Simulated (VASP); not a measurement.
Wanted: the native input for a VASP 6.6.1 run.

- Task: single point
- Functional: r2SCAN0
- Potentials or basis: VASP PAW PBE potentials, release 64 (Pb_d, Te)
- Cutoff: 520 eV
- k mesh: 4 × 4 × 4
- Occupations: fermi-dirac, width 0.05 eV
- Spin: no spin polarisation
- Dipole correction: no
- Grid for exact exchange (PRECFOCK): Normal
- Further INCAR settings: ALGO = Normal; EDIFF = 1e-06; NBANDS = 17
- Share of exact exchange: 0.25

Crystal: TePb.

```
Pb Te
1.0
     0.00000    3.23100    3.23100
     3.23100    0.00000    3.23100
     3.23100    3.23100    0.00000
Pb Te
1 1
Cartesian
  0.0000 0.0000 0.0000
  3.2310 3.2310 3.2310
```

These files were run (other wordings do the same):

POSCAR

```
TePb
1.0
    0.0000000000      3.2310000000      3.2310000000
    3.2310000000      0.0000000000      3.2310000000
    3.2310000000      3.2310000000      0.0000000000
Pb Te
1 1
Direct
    0.0000000000      0.0000000000      0.0000000000
    0.5000000000      0.5000000000      0.5000000000
```

INCAR.step1

```
SYSTEM = TePb
PREC = Accurate
ENCUT = 520
EDIFF = 1E-5
ISMEAR = -1
SIGMA = 0.05
LREAL = .FALSE.
LASPH = .TRUE.
NELM = 80
ALGO = Normal
ISIF = 2
LWAVE = .TRUE.
GGA = PE
NBANDS = 17
```

INCAR.step2

```
SYSTEM = TePb
PREC = Accurate
ENCUT = 520
EDIFF = 1E-6
ISMEAR = -1
SIGMA = 0.05
LREAL = .FALSE.
LASPH = .TRUE.
NELM = 80
ALGO = Normal
ISIF = 2
LWAVE = .FALSE.
LCHARG = .TRUE.
METAGGA = R2SCAN
LHFCALC = .TRUE.
AEXX = 0.25
LMIXTAU = .TRUE.
PRECFOCK = Normal
LELF = .TRUE.
LVHAR = .TRUE.
ISTART = 1
NBANDS = 17
```

KPOINTS

```
Automatic mesh
0
G
  4 4 4
  0 0 0
```

Potentials or basis: VASP PAW PBE potentials, release 64 (Pb_d, Te).

Command:

```bash
$ cat potpaw_PBE.64/Pb_d/POTCAR potpaw_PBE.64/Te/POTCAR > POTCAR
$ cp INCAR.step1 INCAR
$ mpirun -np 1 vasp_std > vasp.out
$ cp INCAR.step2 INCAR
$ mpirun -np 1 vasp_std > vasp.out
```

It gave:

```
Pressure               : 0.7 GPa
Band gap on the k mesh : 1.94 eV
```

Caveat: the k points lie up to 0.42 Å⁻¹ apart; the PAW data sets were made with another functional, which shifts forces and pressure a little; spin-orbit coupling is left out, which moves the levels of the heavy elements.

It took 16 min on 1 thread of Intel(R) Xeon(R) Platinum 8259CL CPU @ 2.50GHz (Skylake/Cascade Lake), with other jobs on the host, peak memory 0.24 GiB.
